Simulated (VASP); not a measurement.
# FeMo (Fm-3m) in VASP: notebook

FeMo is run at these levels: PBE; tasks: single point, relaxation of cell and atoms.

All numbers are computed with VASP 6.6.1; they aren't measurements. Logs are shortened: lines on timing, memory, paths and dates and some standing lists are left out, and cuts for length are marked.

## Step 1: The cell of the first run

Symmetry: Fm-3m, No. 225, cubic system. The conventional cell has a = 4.840 Å, b = 4.840 Å, c = 4.840 Å, α = 90.00°, β = 90.00°, γ = 90.00°. Fe (site symmetry m-3m) has 6 Mo at 2.42 Å within 3.2 Å. Within 3.2 Å of Mo (site symmetry m-3m) lie 6 Fe at 2.42 Å.

## Step 2: Single point, PBE

Input file INCAR:

```
ALGO     = Normal         # electronic algorithm
EDIFF    = 1E-6           # SCF threshold, eV
ENCUT    = 520            # plane-wave cutoff, eV
GGA      = PE             # functional
ISIF     = 2              # what is computed and relaxed
ISMEAR   = 0              # smearing method
LASPH    = True           # aspherical terms in the spheres
LCHARG   = True           # write CHGCAR
LELF     = True           # ELF
LREAL    = False          # projectors in reciprocal space
LVHAR    = True         
LWAVE    = False          # write WAVECAR
NBANDS   = 18             # bands
NELM     = 80             # most SCF steps
PREC     = Accurate       # precision mode
SIGMA    = 0.1            # smearing width, eV
```

Input file KPOINTS:

```
k-points
0
Gamma
  6 6 6
```

Input file POSCAR:

```
FeMo
1.0
    0.0000000000      2.4201214058      2.4201214058
    2.4201214058      0.0000000000      2.4201214058
    2.4201214058      2.4201214058      0.0000000000
Fe Mo
1 1
Direct
    0.0000000000      0.0000000000      0.0000000000
    0.5000000000      0.5000000000      0.5000000000
```

Potentials or basis: VASP PAW PBE potentials, release 64 (Fe, Mo_sv).

Started as:

```console
$ cat potpaw_PBE.64/Fe/POTCAR potpaw_PBE.64/Mo_sv/POTCAR > POTCAR
$ mpirun -np 1 vasp_std > vasp.out
```

OUTCAR:

```text
EDIFF = 1E-6
   ENCUT = 520
   GGA = PE
   ISIF = 2
   ISMEAR = 0
   LASPH = True
   LREAL = False
   NELM = 80
   PREC = Accurate

 ion  position               nearest neighbor table
   1  0.000  0.000  0.000-   2 2.42   2 2.42   2 2.42   2 2.42   2 2.42   2 2.42
   2  0.500  0.500  0.500-   1 2.42   1 2.42   1 2.42   1 2.42   1 2.42   1 2.42

  LATTYP: Found a face centered cubic cell.
 ALAT       =     4.8402428116

  Lattice vectors:

 A1 = (   0.0000000000,   2.4201214058,   2.4201214058)
 A2 = (   2.4201214058,   0.0000000000,   2.4201214058)
 A3 = (   2.4201214058,   2.4201214058,   0.0000000000)

Analysis of symmetry for initial positions (statically):
=====================================================================
 Subroutine PRICEL returns:
 Original cell was already a primitive cell.

 Routine SETGRP: Setting up the symmetry group for a
 face centered cubic supercell.

 Subroutine GETGRP returns: Found 48 space group operations
 (whereof 48 operations were pure point group operations)
 out of a pool of 48 trial point group operations.

The static configuration has the point symmetry O_h .

Analysis of symmetry for dynamics (positions and initial velocities):
=====================================================================
 Subroutine PRICEL returns:
 Original cell was already a primitive cell.

 Routine SETGRP: Setting up the symmetry group for a
 face centered cubic supercell.

 Subroutine GETGRP returns: Found 48 space group operations
 (whereof 48 operations were pure point group operations)
 out of a pool of 48 trial point group operations.

The dynamic configuration has the point symmetry O_h .

 Subroutine INISYM returns: Found 48 space group operations
 (whereof 48 operations are pure point group operations),
 and found     1 'primitive' translations

----------------------------------------------------------------------------------------

                                     Primitive cell

  volume of cell :      28.3492

  direct lattice vectors                    reciprocal lattice vectors
     0.000000000  2.420121406  2.420121406    -0.206601206  0.206601206  0.206601206
     2.420121406  0.000000000  2.420121406     0.206601206 -0.206601206  0.206601206
     2.420121406  2.420121406  0.000000000     0.206601206  0.206601206 -0.206601206

  length of vectors
     3.422568515  3.422568515  3.422568515     0.357843785  0.357843785  0.357843785

  position of ions in fractional coordinates (direct lattice)
     0.000000000  0.000000000  0.000000000
     0.500000000  0.500000000  0.500000000

  ion indices of the primitive-cell ions
   primitive index   ion index
                 1           1
                 2           2

----------------------------------------------------------------------------------------

 KPOINTS: k-points

Automatic generation of k-mesh.
 Grid dimensions read from file:
 generate k-points for:    6    6    6

 Generating k-lattice:

  Cartesian coordinates                     Fractional coordinates (reciprocal lattice)
    -0.034433534  0.034433534  0.034433534     0.166666667  0.000000000  0.000000000
     0.034433534 -0.034433534  0.034433534     0.000000000  0.166666667  0.000000000
     0.034433534  0.034433534 -0.034433534     0.000000000  0.000000000  0.166666667

  Length of vectors
     0.059640631  0.059640631  0.059640631

  Shift w.r.t. Gamma in fractional coordinates (k-lattice)
     0.000000000  0.000000000  0.000000000

 Subroutine IBZKPT returns following result:
 ===========================================

 Found     16 irreducible k-points:

 Following reciprocal coordinates:
            Coordinates               Weight
  0.000000  0.000000  0.000000      1.000000
  0.166667  0.000000  0.000000      8.000000
  0.333333  0.000000  0.000000      8.000000
  0.500000  0.000000  0.000000      4.000000
  0.166667  0.166667  0.000000      6.000000
  0.333333  0.166667  0.000000     24.000000
[... 8 lines left out ...]
 -0.333333  0.333333  0.166667     24.000000
 -0.333333  0.500000  0.166667     12.000000
   k-points           NKPTS =     16   k-points in BZ     NKDIM =     16   number of bands    NBANDS=     18
   number of dos      NEDOS =    301   number of ions     NIONS =      2
   total plane-waves  NPLWV =  21952
   dimension x,y,z NGX =    28 NGY =   28 NGZ =   28
   dimension x,y,z NGXF=    56 NGYF=   56 NGZF=   56
   ions per type =               1   1
   NGX,Y,Z   is equivalent  to a cutoff of  13.60, 13.60, 13.60 a.u.
   NGXF,Y,Z  is equivalent  to a cutoff of  27.20, 27.20, 27.20 a.u.
 SYSTEM =  unknown system
   PREC   = accura    normal or accurate (medium, high low for compatibility)
   ISTART =      0    job   : 0-new  1-cont  2-samecut
   ICHARG =      2    charge: 1-file 2-atom 10-const
   ISPIN  =      1    spin polarized calculation?
   LNONCOLLINEAR =      F non collinear calculations
   LSORBIT =      F    spin-orbit coupling
   LASPH  =      T    aspherical Exc in radial PAW
   ENCUT  =  520.0 eV  38.22 Ry    6.18 a.u.   6.36  6.36  6.36*2*pi/ulx,y,z
   NELM   =     80;   NELMIN=  2; NELMDL= -5     # of ELM steps
   EDIFF  = 0.1E-05   stopping-criterion for ELM
   LREAL  =      F    real-space projection
   EDIFFG = 0.1E-04   stopping-criterion for IOM
   NSW    =      0    number of steps for IOM
   IBRION =     -1    ionic relax: 0-MD 1-quasi-New 2-CG
   NFREE  =      0    steps in history (QN), initial steepest desc. (CG)
   ISIF   =      2    stress and relaxation
   ISYM   =      2    0-nonsym 1-usesym 2-fastsym
   POTIM  = 0.5000    time-step for ionic-motion
   TEBEG  =    0.0;   TEEND  =   0.0 temperature during run
   PSTRESS=    0.0 pullay stress
   NELECT =      22.0000    total number of electrons
   NUPDOWN=      -1.0000    fix difference up-down
   EMIN   =  10.00;   EMAX   =-10.00  energy-range for DOS
   EFERMI =   0.00;   METHOD = LEGACY
   ISMEAR =     0;   SIGMA  =   0.10  broadening in eV -4-tet -1-fermi 0-gaus
   EFERMI_NEDOS =   21; number of points for ismear=-14 and -15
   IALGO  =     38    algorithm
   IMIX   =      4    mixing-type and parameters
     AMIX     =   0.40;   BMIX     =  1.00
     AMIX_MAG =   1.60;   BMIX_MAG =  1.00
  volume/ion in A,a.u.               =      14.17        95.66
  Fermi-wavevector in a.u.,A,eV,Ry     =   1.504418  2.842938 30.793713  2.263274
  Thomas-Fermi vector in A             =   2.615400
   LORBIT       =      0    0 simple, 1 ext, 2 COOP (PROOUT), +10 PAW based schemes
   GGA     = PE    functional components
   LHFCALC =     F    Hartree Fock is set to
   AEXX    =    0.0000 exact exchange contribution
   IVDW    =     0    specifies the selected vdW correction
   LEPSILON=     F    determine dielectric tensor
   LRPA    =     F    only Hartree local field effects (RPA)
 non-spin polarized calculation
 Gauss-broadening in eV      SIGMA  =   0.10
  energy-cutoff  :      520.00
  volume of cell :       28.35
 maximum number of plane-waves:       778
 NGX is ok and might be reduce to    28
   NGX = 13   NGY = 13   NGZ = 13

 number of electron      22.0000004 magnetization

 Free energy of the ion-electron system (eV)
  ---------------------------------------------------
  ext. energy  EPLUGINS =         0.00000000
  ---------------------------------------------------
  free energy    TOTEN  =       -17.66372230 eV

  energy without entropy =      -17.65817316  energy(sigma->0) =      -17.66094773

 E-fermi :   9.2442     XC(G=0): -12.9061

 val. band max:        9.0117058996   @ k =   0.3333   0.1667   0.0000
 cond. band min:       9.2835939835   @ k =  -0.3333   0.3333   0.1667
 fundamental gap:      0.2718880839
 Fermi energy:         9.2441855793

 k-point     1 :       0.0000    0.0000    0.0000
  band No.  band energies     occupation
      1     -52.0447      2.00000
      2     -26.0441      2.00000
      3     -26.0441      2.00000
      4     -26.0441      2.00000
      5       1.7492      2.00000
      6       5.1990      2.00000
[... 10 lines left out ...]
     17      20.9111      0.00000
     18      20.9111      0.00000

 k-point     2 :       0.1667    0.0000    0.0000
  band No.  band energies     occupation
      1     -52.0389      2.00000
      2     -26.0998      2.00000
      3     -26.0572      2.00000
      4     -26.0572      2.00000
      5       2.4175      2.00000
      6       5.4641      2.00000
[... 10 lines left out ...]
     17      19.8559      0.00000
     18      22.1412      0.00000

 k-point     3 :       0.3333    0.0000    0.0000
  band No.  band energies     occupation
      1     -52.0273      2.00000
      2     -26.2095      2.00000
      3     -26.0833      2.00000
      4     -26.0833      2.00000
      5       3.9980      2.00000
      6       5.6191      2.00000
[... 10 lines left out ...]
     17      21.1345      0.00000
     18      23.5535      0.00000

 k-point     4 :       0.5000    0.0000    0.0000
  band No.  band energies     occupation
      1     -52.0214      2.00000
      2     -26.2635      2.00000
      3     -26.0963      2.00000
      4     -26.0963      2.00000
      5       4.8075      2.00000
      6       6.0463      2.00000
[... 10 lines left out ...]
     17      21.2397      0.00000
     18      22.8903      0.00000

 k-point     5 :       0.1667    0.1667    0.0000
  band No.  band energies     occupation
      1     -52.0374      2.00000
      2     -26.1089      2.00000
      3     -26.0632      2.00000
      4     -26.0632      2.00000
      5       2.5941      2.00000
      6       5.0307      2.00000
[... 10 lines left out ...]
     17      20.1681      0.00000
     18      20.1681      0.00000

 k-point     6 :       0.3333    0.1667    0.0000
  band No.  band energies     occupation
      1     -52.0285      2.00000
      2     -26.1820      2.00000
      3     -26.0906      2.00000
      4     -26.0855      2.00000
      5       3.8132      2.00000
      6       4.9174      2.00000
[... 10 lines left out ...]
     17      19.9734      0.00000
     18      21.2412      0.00000

 k-point     7 :       0.5000    0.1667    0.0000
  band No.  band energies     occupation
      1     -52.0211      2.00000
      2     -26.2383      2.00000
      3     -26.1192      2.00000
      4     -26.1018      2.00000
      5       4.9304      2.00000
      6       5.6581      2.00000
[... 10 lines left out ...]
     17      20.1817      0.00000
     18      20.5857      0.00000

 k-point     8 :      -0.3333    0.1667    0.0000
  band No.  band energies     occupation
      1     -52.0227      2.00000
      2     -26.2250      2.00000
      3     -26.1177      2.00000
      4     -26.0959      2.00000
      5       4.7445      2.00000
      6       5.6286      2.00000
[... 10 lines left out ...]
     17      19.3711      0.00000
     18      22.2510      0.00000
[... 61 lines left out ...]
     17      17.2156      0.00000
     18      17.8413      0.00000

 k-point    12 :      -0.3333    0.3333    0.0000
  band No.  band energies     occupation
      1     -52.0193      2.00000
      2     -26.1946      2.00000
      3     -26.1780      2.00000
      4     -26.1107      2.00000
      5       4.9822      2.00000
      6       5.8037      2.00000
[... 10 lines left out ...]
     17      17.0798      0.00000
     18      19.2981      0.00000

 k-point    13 :       0.5000    0.5000    0.0000
  band No.  band energies     occupation
      1     -52.0202      2.00000
      2     -26.2304      2.00000
      3     -26.1183      2.00000
      4     -26.1183      2.00000
      5       3.8855      2.00000
      6       4.8511      2.00000
[... 10 lines left out ...]
     17      14.9166      0.00000
     18      17.0548      0.00000

 k-point    14 :       0.5000    0.3333    0.1667
  band No.  band energies     occupation
      1     -52.0224      2.00000
      2     -26.2079      2.00000
      3     -26.1266      2.00000
      4     -26.1070      2.00000
      5       4.8548      2.00000
      6       4.8818      2.00000
[... 10 lines left out ...]
     17      17.0859      0.00000
     18      19.7337      0.00000

 k-point    15 :      -0.3333    0.3333    0.1667
  band No.  band energies     occupation
      1     -52.0193      2.00000
      2     -26.2079      2.00000
      3     -26.1556      2.00000
      4     -26.1197      2.00000
      5       5.3165      2.00000
      6       5.5393      2.00000
[... 10 lines left out ...]
     17      17.5778      0.00000
     18      18.6701      0.00000

 k-point    16 :      -0.3333    0.5000    0.1667
  band No.  band energies     occupation
      1     -52.0190      2.00000
      2     -26.2030      2.00000
      3     -26.1470      2.00000
      4     -26.1357      2.00000
      5       4.5976      2.00000
      6       5.3616      2.00000
[... 10 lines left out ...]
     17      15.9132      0.00000
     18      17.5281      0.00000

------------------------ aborting loop because EDIFF is reached ----------------------------------------

  FORCE on cell =-STRESS in cart. coord.  units (eV):
  Direction    XX          YY          ZZ          XY          YZ          ZX
  --------------------------------------------------------------------------------------
  -------------------------------------------------------------------------------------
  Total        0.0442972      0.0442972      0.0442972     -0.0000000     -0.0000000      0.0000000
  in kB        2.5034877      2.5034877      2.5034877     -0.0000000     -0.0000000      0.0000000
  external PRESSURE =       2.5034877 kB  Pullay stress =       0.0000000 kB

 VOLUME and BASIS-vectors are now :
 -----------------------------------------------------------------------------
  energy-cutoff  :      520.00
  volume of cell :       28.35
      direct lattice vectors                 reciprocal lattice vectors
     0.000000000  2.420121406  2.420121406    -0.206601206  0.206601206  0.206601206
     2.420121406  0.000000000  2.420121406     0.206601206 -0.206601206  0.206601206
     2.420121406  2.420121406  0.000000000     0.206601206  0.206601206 -0.206601206

 POSITION                                       TOTAL-FORCE (eV/Angst)
 -----------------------------------------------------------------------------------
      0.00000      0.00000      0.00000         0.000000     -0.000000      0.000000
      2.42012      2.42012      2.42012         0.000000      0.000000     -0.000000
 -----------------------------------------------------------------------------------
    total drift:                                0.000000      0.000000      0.000000

  FREE ENERGIE OF THE ION-ELECTRON SYSTEM (eV)
  ---------------------------------------------------
  free  energy   TOTEN  =       -17.6637223037 eV

  energy  without entropy=      -17.6581731649  energy(sigma->0) =      -17.66094773
```

It took 21 s on 1 thread of Intel Xeon 8259CL, shared host; peak memory 0.16 GiB.

What came out:

```
Free energy            : -17.6637 eV
Pressure               : 0.3 GPa
Band gap on the k mesh : zero (bands 11 and 12 overlap by 2.88 eV)
```

Levels at points of the mesh, in eV from the Fermi level:
```
           k point  band 8  band 9  band 10  band 11  band 12  band 13  band 14  band 15
(0.00, 0.00, 0.00)   -3.75   -3.75    -3.75     2.03     2.03     2.03     3.82     3.82
(0.50, 0.00, 0.00)   -1.82   -1.48    -1.48    -0.84    -0.84     0.65     0.78     0.78
(0.50, 0.50, 0.00)   -2.26   -0.66    -0.66    -0.46     1.31     1.31     1.99     3.91
```

Caveat: the k points lie up to 0.37 Å⁻¹ apart, too coarse for converged energies and pressures of a metal; the run has no spin polarisation, though such a crystal can be magnetic. Spin polarisation is off, so any magnetic state and its effect on volume and gap are missing.

## Step 3: Relaxation of cell and atoms, PBE

This run uses another cell than the first one, of 13.01 Å³/atom.

Input file INCAR:

```
PREC = Accurate ; ENCUT = 600
EDIFF = 1E-6 ; ISMEAR = 0
SIGMA = 0.1 ; LREAL = F
LASPH = T ; NELM = 100
ALGO = Normal ; ISIF = 3
LWAVE = F ; LCHARG = F
GGA = PE ; IBRION = 2
NSW = 90 ; EDIFFG = -0.04
```

Input file KPOINTS:

```
Automatic mesh
0
Gamma
  6 6 6
```

Input file POSCAR:

```
FeMo
1.0
    0.0000000000      2.3516386945      2.3516386945
    2.3516386945      0.0000000000      2.3516386945
    2.3516386945      2.3516386945      0.0000000000
Fe Mo
1 1
Direct
    0.0000000000      0.0000000000      0.0000000000
    0.5000000000      0.5000000000      0.5000000000
```

Potentials or basis: VASP PAW PBE potentials, release 64 (Fe, Mo_sv).

Started as:

```console
$ cat potpaw_PBE.64/Fe/POTCAR potpaw_PBE.64/Mo_sv/POTCAR > POTCAR
$ mpirun -np 1 vasp_std > vasp.out
```

It took 65 s on 1 thread of Intel Xeon 8259CL, shared host; peak memory 0.17 GiB.

The run converged. Its results:

| Quantity | Value |
| --- | --- |
| Free energy | -17.6615 eV |
| Relaxed volume | 14.19 Å³/atom |
| Relaxed cell | a = 3.424 Å, b = 3.424 Å, c = 3.424 Å, α = 60.00°, β = 60.00°, γ = 60.00° |
| Space group after relaxing (to 0.1 Å) | Fm-3m (No. 225) |
| Energy gained by relaxing | 78.7 meV/atom |
| Ionic steps | 4 |
| Pressure after relaxing | -0.1 GPa |
| Band gap on the k mesh | zero (bands 11 and 12 overlap by 2.87 eV) |

Step by step:
```
step  energy change (eV)  largest force (eV/Å)  pressure (GPa)  volume (Å³)
   1              0.0000                0.0000           23.10        26.01
   2              0.3452                0.0000          -25.50        33.72
   3             -0.1569                0.0000           -1.01        28.50
   4             -0.1573                0.0000           -0.08        28.39
```

Final structure:
```
CELL_PARAMETERS angstrom
0.00000 2.42118 2.42118
2.42118 0.00000 2.42118
2.42118 2.42118 0.00000
ATOMIC_POSITIONS crystal
Fe 0.00000 0.00000 0.00000
Mo 0.50000 0.50000 0.50000
```

Levels at points of the mesh, in eV from the Fermi level:
```
           k point  band 9  band 10  band 11  band 12  band 13  band 14
(0.00, 0.00, 0.00)   -3.74    -3.74     2.03     2.03     2.03     3.82
(0.50, 0.00, 0.00)   -1.48    -1.48    -0.84    -0.84     0.64     0.77
(0.50, 0.50, 0.00)   -0.65    -0.65    -0.46     1.31     1.31     1.98
```

Caveat: the k points lie up to 0.37 Å⁻¹ apart in the final cell, too coarse for converged energies and pressures of a metal; the run has no spin polarisation, though such a crystal can be magnetic. Spin polarisation is off, so any magnetic state and its effect on volume and gap are missing.

## Step 4: Single point, PBE, collinear spin, ferromagnetic start

This run uses another cell than the first one, of 13.01 Å³/atom.

Input file INCAR:

```
PREC = Accurate ; ENCUT = 520
EDIFF = 1E-6 ; ISMEAR = 0
SIGMA = 0.1 ; LREAL = F
LASPH = T ; NELM = 150
ALGO = Normal ; ISIF = 2
LWAVE = F ; LCHARG = F
ISPIN = 2 ; MAGMOM = 4 0
LORBIT = 11 ; LMAXMIX = 4
GGA = PE ; NBANDS = 22
```

Input file KPOINTS:

```
regular mesh
0
Gamma
  6 6 6
```

POSCAR is that of step 3.

Started as:

```console
$ cat potpaw_PBE.64/Fe/POTCAR potpaw_PBE.64/Mo_sv/POTCAR > POTCAR
$ mpirun -np 1 vasp_std > vasp.out
```

Run time: 50 s. Hardware: 1 thread of Intel Xeon 8259CL, shared host; peak memory 0.18 GiB.

Results (log left out):

```
Free energy                                           : -17.5045 eV
Pressure                                              : 23.2 GPa
Band gap on the k mesh                                : zero (filled and empty bands overlap)
Net moment                                            : 0.00 μB per cell
Valence electrons inside the program's atomic spheres : Fe 7.82; Mo 12.66
```

Levels at points of the mesh, in eV from the Fermi level:
Spin up:
```tsv
k point	band 8	band 9	band 10	band 11	band 12	band 13	band 14	band 15
(0.00, 0.00, 0.00)	-4.25	-4.25	-4.25	2.30	2.30	2.30	4.33	4.33
(0.50, 0.00, 0.00)	-2.01	-1.64	-1.64	-0.96	-0.96	0.85	0.88	0.88
(0.50, 0.50, 0.00)	-2.44	-0.76	-0.76	-0.44	1.48	1.48	2.25	4.44
```
Spin down:
```csv
k point,band 9,band 10,band 11,band 12,band 13,band 14
"(0.00, 0.00, 0.00)",-4.25,-4.25,2.30,2.30,2.30,4.33
"(0.50, 0.00, 0.00)",-1.64,-1.64,-0.96,-0.96,0.85,0.88
"(0.50, 0.50, 0.00)",-0.76,-0.76,-0.44,1.48,1.48,2.25
```

Caveat: the k points lie up to 0.39 Å⁻¹ apart, too coarse for converged energies and pressures of a metal.
